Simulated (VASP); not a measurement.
A run of VASP 6.6.1 is set up as follows.

The input INCAR:

```
SYSTEM = BaS
  PREC = Accurate
  ENCUT = 520
  EDIFF = 1E-8
  ISMEAR = -1
  SIGMA = 0.08
  LREAL = .False.
  LASPH = .True.
  NELM = 60
  ALGO = Normal
  ISIF = 2
  LWAVE = .False.
  LCHARG = .False.
  GGA = CA
  LEFG = .True.
  NBANDS = 15
```

File KPOINTS:

```
Automatic mesh
0
Gamma
  9 9 9
  0 0 0
```

The input POSCAR:

```
BaS
1.0
    0.0000000000      3.5161364223      3.5161364223
    3.5161364223      0.0000000000      3.5161364223
    3.5161364223      3.5161364223      0.0000000000
Ba S
1 1
Direct
    0.0000000000      0.0000000000      0.0000000000
    0.2500000000      0.2500000000      0.2500000000
```

Potentials or basis: VASP PAW LDA potentials, release 64 (Ba_sv, S).

Run with:

```console
$ cat potpaw_LDA.64/Ba_sv/POTCAR potpaw_LDA.64/S/POTCAR > POTCAR
$ mpirun -np 1 vasp_std > vasp.out
```

(1) Estimate the band gap on the k mesh.

(2) Predict the pressure.

Answers

(1) 2.48 eV (least direct gap 3.15 eV).

(2) -1.6 GPa.

Caveat: spin-orbit coupling is left out, which moves the levels of the heavy elements; an odd mesh through Γ misses points on the zone boundary, where band edges can lie.
